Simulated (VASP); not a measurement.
Input of a VASP 6.6.1 run:

INCAR

```
SYSTEM = VH4
ALGO = Normal
EDIFF = 1E-6
ENCUT = 500
GGA = CA
GGA_COMPAT = .FALSE.
ISIF = 2
ISMEAR = 0
ISPIN = 2
LASPH = .TRUE.
LCHARG = .FALSE.
LMAXMIX = 4
LORBIT = 11
LREAL = .FALSE.
LWAVE = .FALSE.
MAGMOM = 0.96 0 0 0 0
NBANDS = 20
NELM = 200
PREC = Accurate
SIGMA = 0.1
```

Contents of KPOINTS:

```
k-points
0
G
  14 14 14
  0 0 0
```

Contents of POSCAR:

```
VH4
1.0
   -2.0542725669      2.0542725669      2.0542725669
    2.0542725669     -2.0542725669      2.0542725669
    2.0542725669      2.0542725669     -2.0542725669
V H
1 4
Direct
    0.0000000000      0.0000000000      0.0000000000
    0.0000000000      0.0000000000      0.5000000000
    0.5000000000      0.0000000000      0.0000000000
    0.5000000000      0.5000000000      0.5000000000
    0.0000000000      0.5000000000      0.0000000000
```

Potentials or basis: VASP PAW LDA potentials, release 64 (V_sv, H).

The run is started by

```bash
$ cat potpaw_LDA.64/V_sv/POTCAR potpaw_LDA.64/H/POTCAR > POTCAR
$ mpirun -np 1 vasp_std > vasp.out
```

Estimate the site moments.

V +0.84; H -0.00 μB.

What does it give for the net moment?

0.94 μB per cell.

Estimate the pressure.

-7.4 GPa.

Caveat: the cell stands under tension.
